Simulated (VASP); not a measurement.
# Pt: single point with r2SCAN

The system is Pt.

```
CELL_PARAMETERS angstrom
-1.55866 1.55866 1.63660
1.55866 -1.55866 1.63660
1.55866 1.55866 -1.63660
ATOMIC_POSITIONS crystal
Pt 0.00000 0.00000 0.00000
```

This cell differs from its parent crystal: ratio of the length along z to the lengths across it x 1.05, volume and fractional coordinates fixed.

```yaml
Program: VASP 6.6.1
Task: single point
Functional: r2SCAN
Potentials_or_basis: VASP PAW PBE potentials, release 64 (Pt)
Cutoff: 520 eV
k_mesh: 24 × 24 × 24
Occupations: gaussian, width 0.15 eV
Spin: no spin polarisation
Dipole_correction: no
Further_INCAR_settings: ALGO = Normal; EDIFF = 1e-06; NBANDS = 11
```

```
Pressure               : -6.1 GPa
Band gap on the k mesh : zero (bands 5 and 6 overlap by 2.35 eV)
```

Stress tensor (GPa, compression positive):
```
-7.28  0.00  0.00
 0.00 -7.28  0.00
 0.00  0.00 -3.78
```

Levels at points of the mesh, in eV from the Fermi level:
| k point | band 2 | band 3 | band 4 | band 5 | band 6 | band 7 | band 8 | band 9 |
| --- | --- | --- | --- | --- | --- | --- | --- | --- |
| (0.00, 0.00, 0.00) | -3.71 | -3.71 | -3.32 | -1.39 | -0.91 | 17.45 | 18.40 | 18.40 |
| (0.50, 0.00, 0.00) | -4.89 | -1.57 | -0.78 | 0.36 | 1.00 | 6.39 | 14.25 | 16.95 |
| (0.50, 0.50, 0.00) | -5.33 | -0.95 | -0.65 | 0.66 | 1.11 | 6.83 | 13.67 | 15.73 |
| (0.50, 0.50, 0.50) | -6.25 | 0.42 | 0.57 | 0.57 | 7.06 | 8.59 | 8.59 | 13.20 |

Wall time 4.5 min on 1 thread of AMD EPYC 9R45 96-Core Processor (Zen 5), on a shared host, peak memory 0.26 GiB.

Caveat: the cell stands under tension; the PAW data sets were made with another functional, which shifts forces and pressure a little; spin-orbit coupling is left out, which moves the levels of the heavy elements.
